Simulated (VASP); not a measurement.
Here is a VASP 6.6.1 calculation.

INCAR

```
PREC     = Accurate       # precision mode
ENCUT    = 600            # plane-wave cutoff, eV
EDIFF    = 1E-6           # SCF threshold, eV
ISMEAR   = 0              # smearing method
SIGMA    = 0.1            # smearing width, eV
LREAL    = False          # projectors in reciprocal space
LASPH    = True           # aspherical terms in the spheres
NELM     = 100            # most SCF steps
ALGO     = Normal         # electronic algorithm
ISIF     = 3              # what is computed and relaxed
LWAVE    = False          # write WAVECAR
LCHARG   = False          # write CHGCAR
GGA      = PE             # functional
IBRION   = 2              # ionic algorithm
NSW      = 100            # ionic steps
EDIFFG   = -0.01          # ionic threshold
```

The input KPOINTS:

```
regular mesh
0
Gamma
  20 20 14
```

POSCAR

```
Se
1.0
    2.6442398015      0.0000000000      0.0000000000
    0.0000000000      2.6442398015      0.0000000000
    0.0000000000      0.0000000000      3.7507429017
Se
1
Direct
    0.5000000000      0.5000000000      0.0000000000
```

Potentials or basis: VASP PAW PBE potentials, release 64 (Se).

Run with:

```bash
$ cat potpaw_PBE.64/Se/POTCAR > POTCAR
$ mpirun -np 1 vasp_std > vasp.out
```

What does it give for the space group after relaxing (to 0.05 Å)?

P4/mmm (No. 123).

Estimate the band gap on the k mesh.

zero (band 3 reaches 5.56 eV, above the bottom of band 4 at 0.29 eV).

Estimate the relaxed cell.

a = 2.635 Å, b = 2.635 Å, c = 4.384 Å, α = 90.00°, β = 90.00°, γ = 90.00°.

Step by step:
```tsv
step	energy change (eV)	largest force (eV/Å)	pressure (GPa)	volume (Å³)
1	0.0000	0.0000	0.30	26.23
2	-0.0002	0.0000	-0.02	26.41
3	-0.0002	0.0000	-0.08	26.45
4	-0.0004	0.0000	-0.09	26.52
5	-0.0011	0.0000	-0.10	26.72
6	-0.0025	0.0000	-0.09	27.12
7	-0.0046	0.0000	0.06	27.91
8	-0.0060	0.0000	0.49	29.47
9	-0.0062	0.0000	0.40	29.66
10	-0.0065	0.0000	0.12	30.23
11	-0.0065	0.0000	0.02	30.44
```

Caveat: the volume moved by over 15 % at a fixed basis, so the end points are rough.
